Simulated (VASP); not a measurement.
# WC (Qusongite) (P-6m2) in VASP: notebook

The runs below take WC (Qusongite) through single point, with PBEsol.

Program: VASP 6.6.1. These are calculated values, not measurements. Logs are shortened: lines on timing, memory, paths and dates and some standing lists are left out, and cuts for length are marked.

### Step 1. The cell of the first run

It takes space group P-6m2 (No. 187, hexagonal). The conventional cell has a = 2.853 Å, b = 2.853 Å, c = 2.792 Å, α = 90.00°, β = 90.00°, γ = 120.00°. Within 2.9 Å of W (site symmetry -6m2) lie 6 C at 2.16 Å and 8 W at 2.79 to 2.85 Å. Within 2.9 Å of C (site symmetry -6m2) lie 6 W at 2.16 Å and 8 C at 2.79 to 2.85 Å.

### Step 2. Single point, PBEsol

File INCAR:

```
  PREC = Accurate
  ENCUT = 520
  EDIFF = 1E-6
  ISMEAR = -1
  SIGMA = 0.05
  LREAL = F
  LASPH = T
  NELM = 60
  ALGO = Normal
  ISIF = 2
  LWAVE = F
  LCHARG = T
  GGA = PS
  LELF = T
  LVHAR = T
  NBANDS = 16
```

File KPOINTS:

```
Automatic mesh
0
Gamma
  10 10 9
```

File POSCAR:

```
WC
1.0
    2.8529699850      0.0000000000      0.0000000000
   -1.4264849925      2.4707444832      0.0000000000
    0.0000000000      0.0000000000      2.7917849385
W C
1 1
Direct
    0.0000000000      0.0000000000      0.0000000000
    0.6666666667      0.3333333333      0.5000000000
```

Potentials or basis: VASP PAW PBE potentials, release 64 (W_sv, C).

Launch:

```bash
cat potpaw_PBE.64/W_sv/POTCAR potpaw_PBE.64/C/POTCAR > POTCAR
mpirun -np 1 vasp_std > vasp.out
```

OUTCAR:

```text
PREC = Accurate
   ENCUT = 520
   EDIFF = 1E-6
   ISMEAR = -1
   LREAL = F
   LASPH = T
   NELM = 60
   ISIF = 2
   GGA = PS

 ion  position               nearest neighbor table
   1  0.000  0.000  0.000-   2 2.16   2 2.16   2 2.16   2 2.16   2 2.16   2 2.16
   2  0.667  0.333  0.500-   1 2.16   1 2.16   1 2.16   1 2.16   1 2.16   1 2.16

  LATTYP: Found a hexagonal cell.
 ALAT       =     2.8529699850
 C/A-ratio  =     0.9785539116

  Lattice vectors:

 A1 = (   2.8529699850,   0.0000000000,   0.0000000000)
 A2 = (  -1.4264849925,   2.4707444832,   0.0000000000)
 A3 = (   0.0000000000,   0.0000000000,   2.7917849385)

Analysis of symmetry for initial positions (statically):
=====================================================================
 Subroutine PRICEL returns:
 Original cell was already a primitive cell.

 Routine SETGRP: Setting up the symmetry group for a
 hexagonal supercell.

 Subroutine GETGRP returns: Found 12 space group operations
 (whereof 12 operations were pure point group operations)
 out of a pool of 24 trial point group operations.

The static configuration has the point symmetry D_3h.

Analysis of symmetry for dynamics (positions and initial velocities):
=====================================================================
 Subroutine PRICEL returns:
 Original cell was already a primitive cell.

 Routine SETGRP: Setting up the symmetry group for a
 hexagonal supercell.

 Subroutine GETGRP returns: Found 12 space group operations
 (whereof 12 operations were pure point group operations)
 out of a pool of 24 trial point group operations.

The dynamic configuration has the point symmetry D_3h.

 Subroutine INISYM returns: Found 12 space group operations
 (whereof 12 operations are pure point group operations),
 and found     1 'primitive' translations

----------------------------------------------------------------------------------------

                                     Primitive cell

  volume of cell :      19.6792

  direct lattice vectors                    reciprocal lattice vectors
     2.852969985  0.000000000  0.000000000     0.350511925  0.202368154  0.000000000
    -1.426484993  2.470744483  0.000000000     0.000000000  0.404736308  0.000000000
     0.000000000  0.000000000  2.791784939     0.000000000  0.000000000  0.358193780

  length of vectors
     2.852969985  2.852969985  2.791784939     0.404736308  0.404736308  0.358193780

  position of ions in fractional coordinates (direct lattice)
     0.000000000  0.000000000  0.000000000
     0.666666667  0.333333333  0.500000000

  ion indices of the primitive-cell ions
   primitive index   ion index
                 1           1
                 2           2

----------------------------------------------------------------------------------------

 KPOINTS: Automatic mesh

Automatic generation of k-mesh.
 Grid dimensions read from file:
 generate k-points for:   10   10    9

 Generating k-lattice:

  Cartesian coordinates                     Fractional coordinates (reciprocal lattice)
     0.035051192  0.020236815  0.000000000     0.100000000  0.000000000  0.000000000
     0.000000000  0.040473631  0.000000000     0.000000000  0.100000000  0.000000000
     0.000000000  0.000000000  0.039799309     0.000000000  0.000000000  0.111111111

  Length of vectors
     0.040473631  0.040473631  0.039799309

  Shift w.r.t. Gamma in fractional coordinates (k-lattice)
     0.000000000  0.000000000  0.000000000

 Subroutine IBZKPT returns following result:
 ===========================================

 Found     70 irreducible k-points:

 Following reciprocal coordinates:
            Coordinates               Weight
  0.000000  0.000000  0.000000      1.000000
  0.100000  0.000000  0.000000      6.000000
  0.200000  0.000000  0.000000      6.000000
  0.300000  0.000000  0.000000      6.000000
  0.400000  0.000000  0.000000      6.000000
  0.500000  0.000000  0.000000      3.000000
[... 16 lines left out ...]
  0.300000  0.100000  0.111111     24.000000
  0.400000  0.100000  0.111111     24.000000
 [... further k-points ...]
   k-points           NKPTS =     70   k-points in BZ     NKDIM =     70   number of bands    NBANDS=     16
   number of dos      NEDOS =    301   number of ions     NIONS =      2
   total plane-waves  NPLWV =  13824
   dimension x,y,z NGX =    24 NGY =   24 NGZ =   24
   dimension x,y,z NGXF=    48 NGYF=   48 NGZF=   48
   ions per type =               1   1
   NGX,Y,Z   is equivalent  to a cutoff of  13.99, 13.99, 14.29 a.u.
   NGXF,Y,Z  is equivalent  to a cutoff of  27.97, 27.97, 28.58 a.u.
 SYSTEM =  unknown system
   PREC   = accura    normal or accurate (medium, high low for compatibility)
   ISTART =      0    job   : 0-new  1-cont  2-samecut
   ICHARG =      2    charge: 1-file 2-atom 10-const
   ISPIN  =      1    spin polarized calculation?
   LNONCOLLINEAR =      F non collinear calculations
   LSORBIT =      F    spin-orbit coupling
   LASPH  =      T    aspherical Exc in radial PAW
   ENCUT  =  520.0 eV  38.22 Ry    6.18 a.u.   5.30  5.30  5.19*2*pi/ulx,y,z
   NELM   =     60;   NELMIN=  2; NELMDL= -5     # of ELM steps
   EDIFF  = 0.1E-05   stopping-criterion for ELM
   LREAL  =      F    real-space projection
   EDIFFG = 0.1E-04   stopping-criterion for IOM
   NSW    =      0    number of steps for IOM
   IBRION =     -1    ionic relax: 0-MD 1-quasi-New 2-CG
   NFREE  =      0    steps in history (QN), initial steepest desc. (CG)
   ISIF   =      2    stress and relaxation
   ISYM   =      2    0-nonsym 1-usesym 2-fastsym
   POTIM  = 0.5000    time-step for ionic-motion
   TEBEG  =    0.0;   TEEND  =   0.0 temperature during run
   PSTRESS=    0.0 pullay stress
   NELECT =      18.0000    total number of electrons
   NUPDOWN=      -1.0000    fix difference up-down
   EMIN   =  10.00;   EMAX   =-10.00  energy-range for DOS
[... 5 lines left out ...]
     AMIX     =   0.40;   BMIX     =  1.00
     AMIX_MAG =   1.60;   BMIX_MAG =  1.00
  volume/ion in A,a.u.               =       9.84        66.40
  Fermi-wavevector in a.u.,A,eV,Ry     =   1.589144  3.003047 34.359875  2.525380
  Thomas-Fermi vector in A             =   2.688039
   LORBIT       =      0    0 simple, 1 ext, 2 COOP (PROOUT), +10 PAW based schemes
   GGA     = PS    functional components
   LHFCALC =     F    Hartree Fock is set to
   AEXX    =    0.0000 exact exchange contribution
   IVDW    =     0    specifies the selected vdW correction
   LEPSILON=     F    determine dielectric tensor
   LRPA    =     F    only Hartree local field effects (RPA)
 non-spin polarized calculation
  energy-cutoff  :      520.00
  volume of cell :       19.68
 maximum number of plane-waves:       543
 NGX is ok and might be reduce to    24
   NGX = 11   NGY = 11   NGZ = 11

 number of electron      18.0000000 magnetization

 Free energy of the ion-electron system (eV)
  ---------------------------------------------------
  ext. energy  EPLUGINS =         0.00000000
  ---------------------------------------------------
  free energy    TOTEN  =       -23.84241734 eV

  energy without entropy =      -23.84051245  energy(sigma->0) =      -23.84146489

 E-fermi :  11.6863     XC(G=0): -14.2250

 val. band max:       11.6861265269   @ k =   0.1000   0.0000   0.3333
 cond. band min:      11.7328388450   @ k =   0.4000   0.2000   0.0000
 fundamental gap:      0.0467123181
 Fermi energy:        11.6863287495

 k-point     1 :       0.0000    0.0000    0.0000
  band No.  band energies     occupation
      1     -62.1164      2.00000
      2     -26.1134      2.00000
      3     -25.9725      2.00000
      4     -25.9725      2.00000
      5      -3.1358      2.00000
      6       7.0566      2.00000
[... 8 lines left out ...]
     15      26.5564      0.00000
     16      28.9196      0.00000

 k-point     2 :       0.1000    0.0000    0.0000
  band No.  band energies     occupation
      1     -62.1091      2.00000
      2     -26.1002      2.00000
      3     -26.0738      2.00000
      4     -25.9952      2.00000
      5      -2.8536      2.00000
      6       7.1081      2.00000
[... 8 lines left out ...]
     15      26.0285      0.00000
     16      29.5035      0.00000

 k-point     3 :       0.2000    0.0000    0.0000
  band No.  band energies     occupation
      1     -62.0901      2.00000
      2     -26.3324      2.00000
      3     -26.0655      2.00000
      4     -26.0540      2.00000
      5      -2.0827      2.00000
      6       6.4080      2.00000
[... 8 lines left out ...]
     15      25.7718      0.00000
     16      30.5744      0.00000

 k-point     4 :       0.3000    0.0000    0.0000
  band No.  band energies     occupation
      1     -62.0666      2.00000
      2     -26.6395      2.00000
      3     -26.1259      2.00000
      4     -26.0223      2.00000
      5      -1.0308      2.00000
      6       5.4173      2.00000
[... 8 lines left out ...]
     15      26.8070      0.00000
     16      29.7850      0.00000

 k-point     5 :       0.4000    0.0000    0.0000
  band No.  band energies     occupation
      1     -62.0475      2.00000
      2     -26.8789      2.00000
      3     -26.1833      2.00000
      4     -25.9871      2.00000
      5      -0.0319      2.00000
      6       4.6970      2.00000
[... 8 lines left out ...]
     15      26.3514      0.00000
     16      29.5160      0.00000

 k-point     6 :       0.5000    0.0000    0.0000
  band No.  band energies     occupation
      1     -62.0401      2.00000
      2     -26.9684      2.00000
      3     -26.2050      2.00000
      4     -25.9736      2.00000
      5       0.4141      2.00000
      6       4.4254      2.00000
[... 8 lines left out ...]
     15      25.1601      0.00000
     16      30.5644      0.00000
[... 267 lines left out ...]
 k-point    21 :       0.1000    0.1000    0.1111
  band No.  band energies     occupation
      1     -62.0900      2.00000
      2     -26.2380      2.00000
      3     -26.1803      2.00000
      4     -26.0335      2.00000
      5      -2.0390      2.00000
      6       6.8559      2.00000
[... 8 lines left out ...]
     15      25.4952      0.00000
     16      29.8510      0.00000

 k-point    22 :       0.2000    0.1000    0.1111
  band No.  band energies     occupation
      1     -62.0688      2.00000
      2     -26.4981      2.00000
      3     -26.1412      2.00000
      4     -26.1162      2.00000
      5      -1.1706      2.00000
      6       5.9573      2.00000
[... 8 lines left out ...]
     15      25.6496      0.00000
     16      30.0172      0.00000

 k-point    23 :       0.3000    0.1000    0.1111
  band No.  band energies     occupation
      1     -62.0475      2.00000
      2     -26.7506      2.00000
      3     -26.1988      2.00000
      4     -26.0994      2.00000
      5      -0.1867      2.00000
      6       5.0703      2.00000
[... 8 lines left out ...]
     15      26.5609      0.00000
     16      28.9456      0.00000

 k-point    24 :       0.4000    0.1000    0.1111
  band No.  band energies     occupation
      1     -62.0344      2.00000
      2     -26.9025      2.00000
      3     -26.2494      2.00000
      4     -26.0734      2.00000
      5       0.5343      2.00000
      6       4.4996      2.00000
[... 8 lines left out ...]
     15      25.8058      0.00000
     16      29.8336      0.00000

 [... further k-points ...]
[... 5 lines left out ...]
  --------------------------------------------------------------------------------------
  -------------------------------------------------------------------------------------
  Total        2.6335258      2.6335258      2.6809259     -0.0000000      0.0000000      0.0000000
  in kB      214.4080854    214.4080854    218.2671586     -0.0000000      0.0000000      0.0000000
  external PRESSURE =     215.6944432 kB  Pullay stress =       0.0000000 kB

 VOLUME and BASIS-vectors are now :
 -----------------------------------------------------------------------------
  energy-cutoff  :      520.00
  volume of cell :       19.68
      direct lattice vectors                 reciprocal lattice vectors
     2.852969985  0.000000000  0.000000000     0.350511925  0.202368154  0.000000000
    -1.426484993  2.470744483  0.000000000     0.000000000  0.404736308  0.000000000
     0.000000000  0.000000000  2.791784939     0.000000000  0.000000000  0.358193780

 POSITION                                       TOTAL-FORCE (eV/Angst)
 -----------------------------------------------------------------------------------
      0.00000      0.00000      0.00000         0.000000      0.000000      0.000000
      1.42648      0.82358      1.39589        -0.000000      0.000000      0.000000
 -----------------------------------------------------------------------------------
    total drift:                               -0.000000      0.000000      0.000000

  FREE ENERGIE OF THE ION-ELECTRON SYSTEM (eV)
  ---------------------------------------------------
  free  energy   TOTEN  =       -23.8424173429 eV

  energy  without entropy=      -23.8405124463  energy(sigma->0) =      -23.84146489
```

It took 19 s on 1 thread of Intel Xeon 8259CL, shared host; peak memory 0.16 GiB.

What came out:

- Free energy: -23.8424 eV
- Pressure: 21.6 GPa
- Band gap on the k mesh: zero (band 9 reaches 12.37 eV, above the bottom of band 10 at 11.09 eV)

Levels at points of the mesh, in eV from the Fermi level:
| k point | band 7 | band 8 | band 9 | band 10 | band 11 | band 12 |
| --- | --- | --- | --- | --- | --- | --- |
| (0.00, 0.00, 0.00) | -3.52 | -3.52 | 0.12 | 3.49 | 3.49 | 5.96 |
| (0.50, 0.00, 0.00) | -3.87 | -3.83 | -0.43 | 2.51 | 4.91 | 5.33 |

Caveat: the PAW data sets were made with another functional, which shifts forces and pressure a little; spin-orbit coupling is left out, which moves the levels of the heavy elements.

### Step 3. Single point, PBEsol

This run uses another cell than the first one, of 10.29 Å³/atom, 1.046 times its volume.

File INCAR:

```
SYSTEM = WC
ALGO = Normal
EDIFF = 1E-7
ENCUT = 520
GGA = PS
ISIF = 2
ISMEAR = -1
LASPH = .True.
LCHARG = .False.
LREAL = .False.
LWAVE = .False.
NBANDS = 16
NELM = 80
PREC = Accurate
SIGMA = 0.05
```

File KPOINTS:

```
k-points
0
Gamma
  10 10 9
  0 0 0
```

File POSCAR:

```
WC
1.0
    2.8994346510      0.0000000000      0.0000000000
   -1.4497173255      2.5109840644      0.0000000000
    0.0000000000      0.0000000000      2.8264313964
W C
1 1
Direct
    0.0000000000      0.0000000000      0.0000000000
    0.6666666667      0.3333333333      0.5000000000
```

Potentials or basis: VASP PAW PBE potentials, release 64 (W_sv, C).

Launch:

```bash
cat potpaw_PBE.64/W_sv/POTCAR potpaw_PBE.64/C/POTCAR > POTCAR
mpirun -np 1 vasp_std > vasp.out
```

OUTCAR:

```text
SYSTEM = WC
   EDIFF = 1E-7
   ENCUT = 520
   GGA = PS
   ISIF = 2
   ISMEAR = -1
   LASPH = .True.
   LREAL = .False.
   NELM = 80
   PREC = Accurate

 ion  position               nearest neighbor table
   1  0.000  0.000  0.000-   2 2.19   2 2.19   2 2.19   2 2.19   2 2.19   2 2.19
   2  0.667  0.333  0.500-   1 2.19   1 2.19   1 2.19   1 2.19   1 2.19   1 2.19

  LATTYP: Found a hexagonal cell.
 ALAT       =     2.8994346510
 C/A-ratio  =     0.9748215554

  Lattice vectors:

 A1 = (   2.8994346510,   0.0000000000,   0.0000000000)
 A2 = (  -1.4497173255,   2.5109840644,   0.0000000000)
 A3 = (   0.0000000000,   0.0000000000,   2.8264313964)

Analysis of symmetry for initial positions (statically):
=====================================================================
 Subroutine PRICEL returns:
 Original cell was already a primitive cell.

 Routine SETGRP: Setting up the symmetry group for a
 hexagonal supercell.

 Subroutine GETGRP returns: Found 12 space group operations
[... 158 lines left out ...]
  ---------------------------------------------------
  ext. energy  EPLUGINS =         0.00000000
  ---------------------------------------------------
  free energy    TOTEN  =       -23.90475074 eV

  energy without entropy =      -23.90296132  energy(sigma->0) =      -23.90385603

 E-fermi :  11.0425     XC(G=0): -13.9748

 val. band max:       10.9424803939   @ k =   0.0000   0.0000   0.3333
 cond. band min:      11.0462751812   @ k =   0.1000  -0.0000   0.3333
 fundamental gap:      0.1037947873
 Fermi energy:        11.0425478627

 k-point     1 :       0.0000    0.0000    0.0000
  band No.  band energies     occupation
      1     -62.8611      2.00000
      2     -26.8492      2.00000
      3     -26.7415      2.00000
      4     -26.7415      2.00000
      5      -3.4438      2.00000
      6       6.6756      2.00000
[... 433 lines left out ...]
      3     -26.9756      2.00000
      4     -26.8207      2.00000
      5       0.0542      2.00000
      6       4.0962      2.00000
[... 8 lines left out ...]
     15      24.5386      0.00000
     16      28.5713      0.00000

 [... further k-points ...]
[... 5 lines left out ...]
  --------------------------------------------------------------------------------------
  -------------------------------------------------------------------------------------
  Total        0.1489551      0.1489551      0.1912332     -0.0000000      0.0000000      0.0000000
  in kB       11.5976553     11.5976553     14.8894308     -0.0000000      0.0000000      0.0000000
  external PRESSURE =      12.6949138 kB  Pullay stress =       0.0000000 kB

 VOLUME and BASIS-vectors are now :
 -----------------------------------------------------------------------------
  energy-cutoff  :      520.00
  volume of cell :       20.58
      direct lattice vectors                 reciprocal lattice vectors
     2.899434651  0.000000000  0.000000000     0.344894823  0.199125119  0.000000000
    -1.449717325  2.510984064  0.000000000     0.000000000  0.398250237  0.000000000
     0.000000000  0.000000000  2.826431396     0.000000000  0.000000000  0.353803033

 POSITION                                       TOTAL-FORCE (eV/Angst)
 -----------------------------------------------------------------------------------
      0.00000      0.00000      0.00000         0.000000      0.000000      0.000000
      1.44972      0.83699      1.41322        -0.000000      0.000000      0.000000
 -----------------------------------------------------------------------------------
    total drift:                                0.000000     -0.000000      0.000000

  FREE ENERGIE OF THE ION-ELECTRON SYSTEM (eV)
  ---------------------------------------------------
  free  energy   TOTEN  =       -23.9047507351 eV

  energy  without entropy=      -23.9029613243  energy(sigma->0) =      -23.90385603
```

OSZICAR:

```text
N       E                     dE             d eps       ncg     rms          rms(c)
DAV:   1     0.108811030289E+03    0.10881E+03   -0.93340E+03  2240   0.126E+03
DAV:   2    -0.236036979433E+02   -0.13241E+03   -0.12822E+03  2656   0.337E+02
DAV:   3    -0.267911958428E+02   -0.31875E+01   -0.31767E+01  2440   0.497E+01
DAV:   4    -0.268073112072E+02   -0.16115E-01   -0.16115E-01  2960   0.400E+00
DAV:   5    -0.268074269590E+02   -0.11575E-03   -0.11575E-03  2440   0.322E-01    0.336E+01
DAV:   6    -0.240045953948E+02    0.28028E+01   -0.52821E+00  2768   0.249E+01    0.937E+00
DAV:   7    -0.239382101017E+02    0.66385E-01   -0.37122E-01  2376   0.469E+00    0.640E+00
DAV:   8    -0.239058903156E+02    0.32320E-01   -0.63453E-02  2424   0.200E+00    0.926E-01
DAV:   9    -0.239049025544E+02    0.98776E-03   -0.28733E-03  2480   0.393E-01    0.114E-01
DAV:  10    -0.239047534307E+02    0.14912E-03   -0.28633E-04  2800   0.203E-01    0.533E-02
DAV:  11    -0.239047517410E+02    0.16898E-05   -0.18013E-05  2544   0.386E-02    0.861E-03
DAV:  12    -0.239047507658E+02    0.97517E-06   -0.29047E-06  2472   0.135E-02    0.120E-03
DAV:  13    -0.239047507351E+02    0.30699E-07   -0.12370E-07  2160   0.290E-03
   1 F= -.23904751E+02 E0= -.23903856E+02  d E =-.178941E-02
```

Wall time 21 s (1 thread of Intel Xeon 8259CL, shared host); peak memory 0.15 GiB.

Results:

| Property | Result |
| --- | --- |
| Free energy | -23.9048 eV |
| Pressure | 1.3 GPa |
| Band gap on the k mesh | zero (band 9 reaches 11.73 eV, above the bottom of band 10 at 10.49 eV) |

Stress tensor (GPa, compression positive):
```
1.16 0.00 0.00
0.00 1.16 0.00
0.00 0.00 1.49
```

Caveat: the PAW data sets were made with another functional, which shifts forces and pressure a little; spin-orbit coupling is left out, which moves the levels of the heavy elements.

[end of part 1 of 2]
